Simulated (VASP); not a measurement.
# AlN (zinc blende type) (F-43m) in VASP: notebook

The runs below take AlN (zinc blende type) through single point, with HSE06.

Everything below comes from runs of VASP 6.6.1. Logs are shortened: lines on timing, memory, paths and dates and some standing lists are left out, and cuts for length are marked.

## Step 1: The cell of the first run

It takes space group F-43m (No. 216, cubic). Conventional cell: a = 4.325 Å, b = 4.325 Å, c = 4.325 Å, α = 90.00°, β = 90.00°, γ = 90.00°. Al (site symmetry -43m) has 4 N at 1.87 Å within 2.5 Å. N (site symmetry -43m) has 4 Al at 1.87 Å within 2.5 Å.

## Step 2: Single point, HSE06

Contents of POSCAR:

```
AlN
1.0
    0.0000000000      2.1627046595      2.1627046595
    2.1627046595      0.0000000000      2.1627046595
    2.1627046595      2.1627046595      0.0000000000
Al N
1 1
Direct
    0.0000000000      0.0000000000      0.0000000000
    0.2500000000      0.2500000000      0.2500000000
```

Contents of INCAR.step1:

```
SYSTEM = AlN
PREC     = Accurate       ! precision mode
ENCUT    = 520            ! plane-wave cutoff, eV
EDIFF    = 1E-5           ! SCF threshold, eV
ISMEAR   = -1             ! smearing method
SIGMA    = 0.05           ! smearing width, eV
LREAL    = .False.        ! projectors in reciprocal space
LASPH    = .True.         ! aspherical terms in the spheres
NELM     = 100            ! most SCF steps
ALGO     = Normal         ! electronic algorithm
ISIF     = 2              ! what is computed and relaxed
LWAVE    = .True.         ! write WAVECAR
LCHARG   = .False.        ! write CHGCAR
GGA      = PE             ! functional
NBANDS   = 11             ! bands
```

Contents of INCAR.step2:

```
SYSTEM = AlN
PREC     = Accurate       ! precision mode
ENCUT    = 520            ! plane-wave cutoff, eV
EDIFF    = 1E-7           ! SCF threshold, eV
ISMEAR   = -1             ! smearing method
SIGMA    = 0.05           ! smearing width, eV
LREAL    = .False.        ! projectors in reciprocal space
LASPH    = .True.         ! aspherical terms in the spheres
NELM     = 100            ! most SCF steps
ALGO     = Normal         ! electronic algorithm
ISIF     = 2              ! what is computed and relaxed
LWAVE    = .False.        ! write WAVECAR
LCHARG   = .False.        ! write CHGCAR
GGA      = PE             ! functional
LHFCALC  = .True.         ! exact exchange
HFSCREEN = 0.2079         ! screening, 1/A
PRECFOCK = Normal       
ISTART   = 1            
NBANDS   = 11             ! bands
```

Contents of KPOINTS:

```
Automatic mesh
0
Gamma
  4 4 4
  0 0 0
```

Potentials or basis: VASP PAW PBE potentials, release 64 (Al, N).

Launch:

```sh
$ cat potpaw_PBE.64/Al/POTCAR potpaw_PBE.64/N/POTCAR > POTCAR
$ cp INCAR.step1 INCAR
$ mpirun -np 1 vasp_std > vasp.out
$ cp INCAR.step2 INCAR
$ mpirun -np 1 vasp_std > vasp.out
```

OUTCAR:

```text
SYSTEM = AlN
   PREC = Accurate
   ENCUT = 520
   EDIFF = 1E-7
   ISMEAR = -1
   LREAL = .False.
   LASPH = .True.
   NELM = 100
   ISIF = 2
   GGA = PE
   LHFCALC = .True.
   HFSCREEN = 0.2079
   PRECFOCK = Normal
   ISTART = 1

 ion  position               nearest neighbor table
   1  0.000  0.000  0.000-   2 1.87   2 1.87   2 1.87   2 1.87
   2  0.250  0.250  0.250-   1 1.87   1 1.87   1 1.87   1 1.87

  LATTYP: Found a face centered cubic cell.
 ALAT       =     4.3254093190

  Lattice vectors:

 A1 = (   0.0000000000,   2.1627046595,   2.1627046595)
 A2 = (   2.1627046595,   0.0000000000,   2.1627046595)
 A3 = (   2.1627046595,   2.1627046595,   0.0000000000)

Analysis of symmetry for initial positions (statically):
=====================================================================
 Subroutine PRICEL returns:
 Original cell was already a primitive cell.

 Routine SETGRP: Setting up the symmetry group for a
 face centered cubic supercell.

 Subroutine GETGRP returns: Found 24 space group operations
 (whereof 24 operations were pure point group operations)
 out of a pool of 48 trial point group operations.

The static configuration has the point symmetry T_d .

Analysis of symmetry for dynamics (positions and initial velocities):
=====================================================================
 Subroutine PRICEL returns:
 Original cell was already a primitive cell.

 Routine SETGRP: Setting up the symmetry group for a
 face centered cubic supercell.

 Subroutine GETGRP returns: Found 24 space group operations
 (whereof 24 operations were pure point group operations)
 out of a pool of 48 trial point group operations.

The dynamic configuration has the point symmetry T_d .

 Subroutine INISYM returns: Found 24 space group operations
 (whereof 24 operations are pure point group operations),
 and found     1 'primitive' translations

----------------------------------------------------------------------------------------

                                     Primitive cell

  volume of cell :      20.2312

  direct lattice vectors                    reciprocal lattice vectors
[... 80 lines left out ...]
   PSTRESS=    0.0 pullay stress
   NELECT =       8.0000    total number of electrons
   NUPDOWN=      -1.0000    fix difference up-down
   EMIN   =  10.00;   EMAX   =-10.00  energy-range for DOS
   EFERMI =   0.00;   METHOD = LEGACY
   ISMEAR =    -1;   SIGMA  =   0.05  broadening in eV -4-tet -1-fermi 0-gaus
   EFERMI_NEDOS =   21; number of points for ismear=-14 and -15
   IALGO  =     38    algorithm
   IMIX   =      1    mixing-type and parameters
     AMIX     =   0.40;   BMIX     =  1.00
     AMIX_MAG =   1.60;   BMIX_MAG =  1.00
  volume/ion in A,a.u.               =      10.12        68.26
  Fermi-wavevector in a.u.,A,eV,Ry     =   1.201612  2.270718 19.645065  1.443872
  Thomas-Fermi vector in A             =   2.337416
   LORBIT       =      0    0 simple, 1 ext, 2 COOP (PROOUT), +10 PAW based schemes
   GGA     = PE    functional components
   LHFCALC =     T    Hartree Fock is set to
   PRECFOCK=normal    Normal, Fast or Accurate (Low or Medium for compatibility)
   ENCUT4O =  -1.0   cutoff for four orbital integrals eV
   NKREDX  =     1    reduce k-point grid by
   NKREDY  =     1    reduce k-point grid by
   NKREDZ  =     1    reduce k-point grid by
   AEXX    =    0.2500 exact exchange contribution
   HFSCREEN=    0.2079 screening length (either q_TF or 0.3 A-1)
   HFSCREENC=   0.2079 screening length for correlation (either q_TF or 0.3 A-1)
   ENCUTFOCK=  -1.0 apply spherical cutoff to Coloumb kernel
   IVDW    =     0    specifies the selected vdW correction
   LEPSILON=     F    determine dielectric tensor
   LRPA    =     F    only Hartree local field effects (RPA)
 non-spin polarized calculation
  energy-cutoff  :      520.00
  volume of cell :       20.23
 maximum number of plane-waves:       560
 NGX is ok and might be reduce to    24
  NGX = 18; NGY = 18; NGZ = 18

 number of electron       7.9999999 magnetization

 Free energy of the ion-electron system (eV)
  ---------------------------------------------------
  ext. energy  EPLUGINS =         0.00000000
  ---------------------------------------------------
  free energy    TOTEN  =       -17.35495459 eV

  energy without entropy =      -17.35495459  energy(sigma->0) =      -17.35495459

 E-fermi :   6.4438     XC(G=0):  -9.1088

 val. band max:        5.3280498426   @ k =   0.0000   0.0000   0.0000
 cond. band min:       9.9105833466   @ k =   0.5000   0.5000   0.0000
 fundamental gap:      4.5825335040
 Fermi energy:         6.4438380078

 k-point     1 :       0.0000    0.0000    0.0000
  band No.  band energies     occupation
      1     -11.3198      2.00000
      2       5.3280      2.00000
      3       5.3280      2.00000
      4       5.3280      2.00000
      5      11.1884      0.00000
      6      19.8741      0.00000
      7      19.8741      0.00000
      8      19.8741      0.00000
      9      25.1762      0.00000
     10      25.1762      0.00000
     11      26.6307      0.00000
[... 85 lines left out ...]
 k-point     8 :      -0.2500    0.5000    0.2500
  band No.  band energies     occupation
      1      -8.2639      2.00000
      2       1.1818      2.00000
      3       1.4913      2.00000
      4       2.3907      2.00000
      5      12.8584      0.00000
      6      18.6191      0.00000
      7      19.3353      0.00000
      8      19.8956      0.00000
      9      25.1061      0.00000
     10      26.5754      0.00000
     11      33.3858      0.00000

------------------------ aborting loop because EDIFF is reached ----------------------------------------

  FORCE on cell =-STRESS in cart. coord.  units (eV):
  Direction    XX          YY          ZZ          XY          YZ          ZX
  --------------------------------------------------------------------------------------
  -------------------------------------------------------------------------------------
  Total        0.7647017      0.7647017      0.7647017      0.0000000     -0.0000000     -0.0000000
  in kB       60.5593168     60.5593168     60.5593168      0.0000000     -0.0000000     -0.0000000
  external PRESSURE =      60.5593168 kB  Pullay stress =       0.0000000 kB

 VOLUME and BASIS-vectors are now :
 -----------------------------------------------------------------------------
  energy-cutoff  :      520.00
  volume of cell :       20.23
      direct lattice vectors                 reciprocal lattice vectors
     0.000000000  2.162704660  2.162704660    -0.231191993  0.231191993  0.231191993
     2.162704660  0.000000000  2.162704660     0.231191993 -0.231191993  0.231191993
     2.162704660  2.162704660  0.000000000     0.231191993  0.231191993 -0.231191993

 POSITION                                       TOTAL-FORCE (eV/Angst)
 -----------------------------------------------------------------------------------
      0.00000      0.00000      0.00000        -0.000000     -0.000000      0.000000
      1.08135      1.08135      1.08135         0.000000      0.000000     -0.000000
 -----------------------------------------------------------------------------------
    total drift:                                0.000001     -0.000000      0.000000

  FREE ENERGIE OF THE ION-ELECTRON SYSTEM (eV)
  ---------------------------------------------------
  free  energy   TOTEN  =       -17.3549545860 eV

  energy  without entropy=      -17.3549545860  energy(sigma->0) =      -17.35495459
```

OSZICAR.step1:

```text
N       E                     dE             d eps       ncg     rms          rms(c)
DAV:   1     0.116166364082E+02    0.11617E+02   -0.39270E+03   176   0.616E+02
DAV:   2    -0.162608881627E+02   -0.27878E+02   -0.27049E+02   211   0.144E+02
DAV:   3    -0.172348904210E+02   -0.97400E+00   -0.97266E+00   221   0.248E+01
DAV:   4    -0.172403470483E+02   -0.54566E-02   -0.54564E-02   194   0.203E+00
DAV:   5    -0.172404089702E+02   -0.61922E-04   -0.61922E-04   229   0.213E-01    0.879E+00
DAV:   6    -0.147883147262E+02    0.24521E+01   -0.11706E+01   200   0.174E+01    0.288E+00
DAV:   7    -0.147795232947E+02    0.87914E-02   -0.19393E-01   194   0.330E+00    0.211E+00
DAV:   8    -0.147746467280E+02    0.48766E-02   -0.26772E-02   182   0.156E+00    0.568E-01
DAV:   9    -0.147733733478E+02    0.12734E-02   -0.35768E-03   212   0.358E-01    0.237E-01
DAV:  10    -0.147734208596E+02   -0.47512E-04   -0.36942E-04   194   0.125E-01    0.281E-02
DAV:  11    -0.147734348353E+02   -0.13976E-04   -0.13211E-05   194   0.272E-02    0.150E-02
DAV:  12    -0.147734348521E+02   -0.16878E-07   -0.18576E-07   106   0.358E-03
   1 F= -.14773435E+02 E0= -.14773435E+02  d E =-.102354E-09
```

Run time: 3.4 min. Hardware: 1 thread of AMD EPYC, shared host; peak memory 0.2 GiB.

Results:

* Free energy: -17.3550 eV
* Pressure: 6.1 GPa
* Band gap on the k mesh: 4.58 eV, indirect (least direct gap 5.86 eV)

Caveat: the k points lie up to 0.63 Å⁻¹ apart; the PAW data sets were made with another functional, which shifts forces and pressure a little. A k mesh can miss the band edges.

## Step 3: Single point, HSE06

This run uses another cell than the first one, of 10.44 Å³/atom, 1.032 times its volume.

Contents of POSCAR:

```
AlN
1.0
    0.0000000000      2.1852344544      2.1852344544
    2.1852344544      0.0000000000      2.1852344544
    2.1852344544      2.1852344544      0.0000000000
Al N
1 1
Direct
    0.0000000000      0.0000000000      0.0000000000
    0.2500000000      0.2500000000      0.2500000000
```

Contents of INCAR.step1:

```
ALGO = Normal
EDIFF = 1E-5
ENCUT = 520
GGA = PE
ISIF = 2
ISMEAR = -1
LASPH = True
LCHARG = False
LREAL = False
LWAVE = True
NBANDS = 11
NELM = 60
PREC = Accurate
SIGMA = 0.05
```

Contents of INCAR.step2:

```
ALGO = Normal
EDIFF = 1E-7
ENCUT = 520
GGA = PE
HFSCREEN = 0.2079
ISIF = 2
ISMEAR = -1
ISTART = 1
LASPH = True
LCHARG = False
LHFCALC = True
LREAL = False
LWAVE = False
NBANDS = 11
NELM = 60
PREC = Accurate
PRECFOCK = Normal
SIGMA = 0.05
```

Contents of KPOINTS:

```
k-points
0
Gamma
  4 4 4
```

Potentials or basis: VASP PAW PBE potentials, release 64 (Al, N).

Launch:

```sh
$ cat potpaw_PBE.64/Al/POTCAR potpaw_PBE.64/N/POTCAR > POTCAR
$ cp INCAR.step1 INCAR
$ mpirun -np 1 vasp_std > vasp.out
$ cp INCAR.step2 INCAR
$ mpirun -np 1 vasp_std > vasp.out
```

Run time: 3.5 min. Hardware: 1 thread of AMD EPYC, shared host; peak memory 0.2 GiB.

It converged, with:

| Item | Value |
| --- | --- |
| Free energy | -17.3653 eV |
| Pressure | -0.9 GPa |
| Band gap on the k mesh | 4.55 eV, indirect (least direct gap 5.55 eV) |

Levels at points of the mesh, in eV from the valence-band top:
```csv
k point,band 1,band 2,band 3,band 4,band 5,band 6,band 7,band 8
"(0.00, 0.00, 0.00)",-16.46,0.00,0.00,0.00,5.55,14.21,14.21,14.21
"(0.50, 0.00, 0.00)",-14.28,-6.34,-0.53,-0.53,8.86,11.63,12.73,12.73
"(0.50, 0.50, 0.00)",-13.60,-5.33,-1.95,-1.95,4.55,10.06,16.08,17.80
```

Caveat: the k points lie up to 0.62 Å⁻¹ apart; the PAW data sets were made with another functional, which shifts forces and pressure a little. A k mesh can miss the band edges.

## Step 4: Single point, HSE06

This run uses another cell than the first one, of 10.44 Å³/atom, 1.032 times its volume.

POSCAR is that of step 3.

Contents of INCAR.step1:

```
SYSTEM = AlN
ALGO = Normal
EDIFF = 1E-5
ENCUT = 520
GGA = PE
ISIF = 2
ISMEAR = -1
LASPH = .True.
LREAL = .False.
LWAVE = .True.
NBANDS = 11
NELM = 60
PREC = Accurate
SIGMA = 0.05
```

Contents of INCAR.step2:

```
SYSTEM = AlN
ALGO = Normal
EDIFF = 1E-6
ENCUT = 520
GGA = PE
HFSCREEN = 0.2079
ISIF = 2
ISMEAR = -1
ISTART = 1
LASPH = .True.
LCHARG = .True.
LELF = .True.
LHFCALC = .True.
LREAL = .False.
LVHAR = .True.
LWAVE = .False.
NBANDS = 11
NELM = 60
PREC = Accurate
PRECFOCK = Normal
SIGMA = 0.05
```

Contents of KPOINTS:

```
k-points
0
Gamma
  4 4 4
  0 0 0
```

Launch:

```sh
$ cat potpaw_PBE.64/Al/POTCAR potpaw_PBE.64/N/POTCAR > POTCAR
$ cp INCAR.step1 INCAR
$ mpirun -np 1 vasp_std > vasp.out
$ cp INCAR.step2 INCAR
$ mpirun -np 1 vasp_std > vasp.out
```

It took 4.5 min on 1 thread of AMD EPYC, shared host; peak memory 0.2 GiB.

The run converged. Its results:

* Free energy: -17.3653 eV
* Pressure: -0.9 GPa
* Band gap on the k mesh: 4.55 eV, indirect (least direct gap 5.55 eV)

Levels at points of the mesh, in eV from the valence-band top:
| k point | band 1 | band 2 | band 3 | band 4 | band 5 | band 6 | band 7 | band 8 |
| --- | --- | --- | --- | --- | --- | --- | --- | --- |
| (0.00, 0.00, 0.00) | -16.46 | 0.00 | 0.00 | 0.00 | 5.55 | 14.21 | 14.21 | 14.21 |
| (0.50, 0.00, 0.00) | -14.28 | -6.34 | -0.53 | -0.53 | 8.86 | 11.63 | 12.73 | 12.73 |
| (0.50, 0.50, 0.00) | -13.60 | -5.33 | -1.95 | -1.95 | 4.55 | 10.06 | 16.08 | 17.80 |

Caveat: the k points lie up to 0.62 Å⁻¹ apart; the PAW data sets were made with another functional, which shifts forces and pressure a little.
